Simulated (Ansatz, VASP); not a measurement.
Ru in VASP and in Ansatz

```xyz
2
Lattice="2.6218 0.0000 0.0000 -1.3109 2.2705 0.0000 0.0000 0.0000 28.0235" Properties=species:S:1:pos:R:3 pbc="T T T"
Ru    0.0000    0.0000    9.6302
Ru    0.0000    0.0000    7.3698
```

Alike in both runs: functional PBE; k mesh 24 × 24 × 1; occupations gaussian, width 0.1 eV; no spin polarisation.

Ansatz relaxed the structure, and its values are those at the end. VASP's run is a single point on that final structure, the one shown.

|  | VASP | Ansatz |
| --- | --- | --- |
| version | VASP 6.6.1 | Ansatz 0.2.0 |
| potentials or method | VASP PAW PBE potentials, release 64 (Ru_sv), cutoff 520 eV | scalar-relativistic, plane waves, PAW |
| valence electrons in the cell | 32 | 32 |

```csv
,VASP,Ansatz,Ansatz less VASP
gap on the k mesh at the Fermi level (eV),none,none,-
rms of the force components (eV/Å),0.004,0.000,-0.0037
```

A gap of «none» marks a metal or a gap that the smearing closes. With one functional, cell and mesh, what is left measures potentials, basis and numerics.
